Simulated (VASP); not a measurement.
P: single point with PBEsol

The system is P.

```xyz
2
Lattice="1.6193 0.9349 2.6451 -1.6193 0.9349 2.6451 0.0000 -1.8698 2.6451" Properties=species:S:1:pos:R:3 pbc="T T T"
P     0.0000    0.0000    5.9514
P     0.0000    0.0000    1.9838
```

This isn't the form of P at room conditions, which is orthorhombic.

```
Program                : VASP 6.6.1
Task                   : single point
Functional             : PBEsol
Potentials or basis    : VASP PAW PBE potentials, release 64 (P)
Cutoff                 : 520 eV
k mesh                 : 9 × 9 × 9
Occupations            : fermi-dirac, width 0.05 eV
Spin                   : no spin polarisation
Dipole correction      : no
Further INCAR settings : ALGO = Normal; EDIFF = 1e-07; NBANDS = 12
```

The pressure is 30.0 GPa. The band gap on the k mesh is zero (bands 5 and 6 overlap by 3.00 eV).

Levels at points of the mesh, in eV from the Fermi level:
```
           k point  band 2  band 3  band 4  band 5  band 6  band 7  band 8  band 9
(0.00, 0.00, 0.00)   -2.36   -2.35   -2.35    0.89    3.95    3.95    3.95    6.15
```

Run time: 11 s on 1 thread of Intel(R) Xeon(R) Platinum 8259CL CPU @ 2.50GHz (Skylake/Cascade Lake) (shared host), peak memory 0.14 GiB.

Caveat: the cell stands under pressure; the PAW data sets were made with another functional, which shifts forces and pressure a little.
